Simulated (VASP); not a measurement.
Input of a VASP 6.6.1 run:

The input INCAR:

```
ALGO = Normal
EDIFF = 1E-7
ENCUT = 520
GGA = PS
ISIF = 2
ISMEAR = 0
LASPH = True
LCHARG = False
LREAL = False
LWAVE = False
NBANDS = 14
NELM = 80
PREC = Accurate
SIGMA = 0.05
```

Contents of KPOINTS:

```
k-points
0
Gamma
  12 12 12
```

Contents of POSCAR:

```
HfC
1.0
    0.0000000000      2.3035410416      2.3035410416
    2.3035410416      0.0000000000      2.3035410416
    2.3035410416      2.3035410416      0.0000000000
Hf C
1 1
Direct
    0.5000000000      0.5000000000      0.5000000000
    0.0000000000      0.0000000000      0.0000000000
```

Potentials or basis: VASP PAW PBE potentials, release 64 (Hf_pv, C).

Command:

```bash
$ cat potpaw_PBE.64/Hf_pv/POTCAR potpaw_PBE.64/C/POTCAR > POTCAR
$ mpirun -np 1 vasp_std > vasp.out
```

(1) Predict the pressure.

(2) Estimate the band gap on the k mesh.

## Answers

(1) -0.3 GPa.

(2) zero (band 7 reaches 7.07 eV, above the bottom of band 8 at 5.60 eV).

Caveat: the PAW data sets were made with another functional, which shifts forces and pressure a little; spin-orbit coupling is left out, which moves the levels of the heavy elements.
